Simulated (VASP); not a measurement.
Runs of VASP 6.6.1 on HfB. The structure is that of space group Fm-3m (No. 225), or close to it. The cells are those of the table. 

```tsv
task	cell	gap on the mesh (eV)	pressure (GPa)
electric field gradients	a = 3.294 Å, angles 60.0°, 2 atoms	none	24.0
single point	a = 3.275, b = 3.275, c = 3.251 Å, angles 60.2, 60.2, 59.5°, 2 atoms	none	30.8
single point	a = 3.239 Å, angles 60.0°, 2 atoms	none	38.3
single point	a = 3.211 Å, angles 60.0°, 2 atoms	none	46.6
electric field gradients	a = 3.211 Å, angles 60.0°, 2 atoms	none	(a)
single point	a = 3.294 Å, angles 60.0°, 2 atoms	none	24.0
electric field gradients	a = 3.275, b = 3.275, c = 3.251 Å, angles 60.2, 60.2, 59.5°, 2 atoms	none	30.8
electric field gradients	a = 3.202, b = 3.202, c = 3.136 Å, angles 60.7, 60.7, 58.6°, 2 atoms	none	58.0
```

Alike in all rows: level PBE; potentials or basis VASP PAW PBE potentials, release 64 (Hf_pv, B); no spin polarisation; k mesh 15 × 15 × 15; cutoff (eV) 520; smearing fermi-dirac 0.05 eV.

**Question.** Fill in the values left out.

**Answer.** (a) 46.7.

Caveats: spin-orbit coupling is left out, which moves the levels of the heavy elements.

A k mesh can miss the band edges, and the runs leave out spin-orbit coupling on Hf.

A gap of «none» marks levels without a gap at the run's occupations.
